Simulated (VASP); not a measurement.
Here is a VASP 6.6.1 calculation.

The input POSCAR:

```
BaTe
1.0
    0.0000000000      3.5719495752      3.5323868426
    3.5719495752      0.0000000000      3.5323868426
    3.5719495752      3.5719495752      0.0000000000
Ba Te
1 1
Direct
    0.0000000000      0.0000000000      0.0000000000
    0.5000000000      0.5000000000      0.5000000000
```

Contents of INCAR.step1:

```
PREC = Accurate
ENCUT = 520
EDIFF = 1E-5
ISMEAR = 0
SIGMA = 0.01
LREAL = F
LASPH = T
NELM = 60
ALGO = Normal
ISIF = 2
LWAVE = T
LCHARG = F
GGA = PE
NBANDS = 15
```

The input INCAR.step2:

```
PREC = Accurate
ENCUT = 520
EDIFF = 1E-6
ISMEAR = 0
SIGMA = 0.01
LREAL = F
LASPH = T
NELM = 60
ALGO = Normal
ISIF = 2
LWAVE = F
LCHARG = F
GGA = PE
LHFCALC = T
HFSCREEN = 0.2079
PRECFOCK = Normal
ISTART = 1
NBANDS = 15
```

File KPOINTS:

```
regular mesh
0
Gamma
  4 4 4
```

Potentials or basis: VASP PAW PBE potentials, release 64 (Ba_sv, Te).

Command:

```console
$ cat potpaw_PBE.64/Ba_sv/POTCAR potpaw_PBE.64/Te/POTCAR > POTCAR
$ cp INCAR.step1 INCAR
$ mpirun -np 1 vasp_std > vasp.out
$ cp INCAR.step2 INCAR
$ mpirun -np 1 vasp_std > vasp.out
```

(1) Estimate the pressure.

(2) Predict the band gap on the k mesh.

## Answers

(1) -0.6 GPa.

(2) 2.33 eV, indirect (least direct gap 2.76 eV).

Caveat: the cell differs from its parent crystal (biaxial xy strain +1.1%); the PAW data sets were made with another functional, which shifts forces and pressure a little; spin-orbit coupling is left out, which moves the levels of the heavy elements.
